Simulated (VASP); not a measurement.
# BaS: single point with LDA

BaS:

```
CELL_PARAMETERS angstrom
0.00000 3.18307 3.18307
3.18307 0.00000 3.18307
3.18307 3.18307 0.00000
ATOMIC_POSITIONS crystal
Ba 0.00000 0.00000 0.00000
S 0.50000 0.50000 0.50000
```

```yaml
Program: VASP 6.6.1
Task: single point
Functional: LDA
Potentials_or_basis: VASP PAW LDA potentials, release 64 (Ba_sv, S)
Cutoff: 520 eV
k_mesh: 7 × 7 × 7
Occupations: fermi-dirac, width 0.01 eV
Spin: no spin polarisation
Dipole_correction: no
Further_INCAR_settings: ALGO = Normal; EDIFF = 1e-06; NBANDS = 15
```

The pressure is -1.4 GPa and the band gap on the k mesh is 1.95 eV (least direct gap 2.09 eV).

Levels at points of the mesh, in eV from the valence-band top:
| k point | band 6 | band 7 | band 8 | band 9 | band 10 | band 11 |
| --- | --- | --- | --- | --- | --- | --- |
| (0.00, 0.00, 0.00) | 0.00 | 0.00 | 0.00 | 3.36 | 3.70 | 3.70 |

Wall time 9 s on 1 thread of Intel(R) Xeon(R) 6975P-C (Granite Rapids), on a shared host, peak memory 0.18 GiB.

Caveat: spin-orbit coupling is left out, which moves the levels of the heavy elements; an odd mesh through Γ misses points on the zone boundary, where band edges can lie.
